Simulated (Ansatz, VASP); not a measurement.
## One calculation of MgTe, two programs

File POSCAR:

```
MgTe
1.0
    4.4403065806      0.0000000000      0.0000000000
   -2.2201532903      3.8454182994      0.0000000000
    0.0000000000      0.0000000000      7.6362973694
Mg Te
2 2
Direct
    0.3333333333      0.6666666667      0.0046940948
    0.6666666667      0.3333333333      0.5046940948
    0.3333333333      0.6666666667      0.3703059052
    0.6666666667      0.3333333333      0.8703059052
```

Contents of INCAR.step1:

```
SYSTEM = MgTe
PREC = Accurate ; ENCUT = 520
EDIFF = 1E-5 ; ISMEAR = 0
SIGMA = 0.01 ; LREAL = .FALSE.
LASPH = .TRUE. ; NELM = 120
ALGO = Normal ; ISIF = 2
LWAVE = .TRUE. ; LCHARG = .FALSE.
NBANDS = 16 ; GGA = PE
GGA_COMPAT = .FALSE.
```

File INCAR.step2:

```
SYSTEM = MgTe
PREC = Accurate ; ENCUT = 520
EDIFF = 1E-6 ; ISMEAR = 0
SIGMA = 0.01 ; LREAL = .FALSE.
LASPH = .TRUE. ; NELM = 120
ALGO = Normal ; ISIF = 2
LWAVE = .FALSE. ; LCHARG = .FALSE.
GGA = PE ; LHFCALC = .TRUE.
HFSCREEN = 0.2079 ; PRECFOCK = Normal
NBANDS = 16 ; ISTART = 1
GGA_COMPAT = .FALSE.
```

File KPOINTS:

```
Automatic mesh
0
G
  6 6 2
  0 0 0
```

Input for Ansatz:

```yaml
crystal:
  lattice:
    - [4.4403065806, 0.0, 0.0]
    - [-2.2201532903, 3.8454182994, 0.0]
    - [0.0, 0.0, 7.6362973694]
  atoms:
    - { symbol: Mg, position: [0.3333333333, 0.6666666667, 0.0046940948] }
    - { symbol: Mg, position: [0.6666666667, 0.3333333333, 0.5046940948] }
    - { symbol: Te, position: [0.3333333333, 0.6666666667, 0.3703059052] }
    - { symbol: Te, position: [0.6666666667, 0.3333333333, 0.8703059052] }
kpoints:
  mp_grid: { grid: [6, 6, 2] }
  band_path:
    path:
      - [0.0, 0.0, 0.0]
      - [0.5, 0.0, 0.0]
      - [0.3333333333, 0.3333333333, 0.0]
      - [0.0, 0.0, 0.5]
      - [0.5, 0.0, 0.5]
      - [0.3333333333, 0.3333333333, 0.5]
    npoints: 1
hamiltonian:
  xc: hse06
scf:
  occupations: { method: fixed }
  n_extra_bands: 5
output:
  forces: true
  stress: true
  eigenvalues: true
```

Change from the starting cell: epitaxial_xy strain -3.0%.

Alike in both runs: task single point; functional HSE06; k mesh 6 × 6 × 2; no spin polarisation.

|  | VASP | Ansatz |
| --- | --- | --- |
| version | VASP 6.6.1 | Ansatz 0.2.0 |
| potentials or method | VASP PAW PBE potentials, release 64 (Mg, Te) | plane waves, PAW |
| plane-wave cutoff (eV) | 520 | 420 |
| occupations | gaussian, width 0.01 eV | fixed |
| valence electrons in the cell | 16 | 52 |

Ansatz gave:

| Item | Value |
| --- | --- |
| gap on the k mesh at the Fermi level (eV) | 3.27 |
| pressure (GPa) | 1.3 |
| traceless stress, the component that is largest in VASP (GPa) | -1.40 |
| rms of the force components (eV/Å) | 0.002 |

Q: Estimate VASP's values.

A: gap on the k mesh at the Fermi level (eV): 3.16; pressure (GPa): 1.1; traceless stress, the component that is largest in VASP (GPa): -1.40; rms of the force components (eV/Å): 0.004.

Atom by atom the forces differ by 0.002 eV/Å (rms over components). VASP's potentials hold 16 valence electrons a cell and Ansatz's 52, so a difference there can come from the potentials and not from the codes. Ansatz's warnings: stress exchange threshold loose, stress scf threshold loose.

Spin-orbit coupling is off throughout.
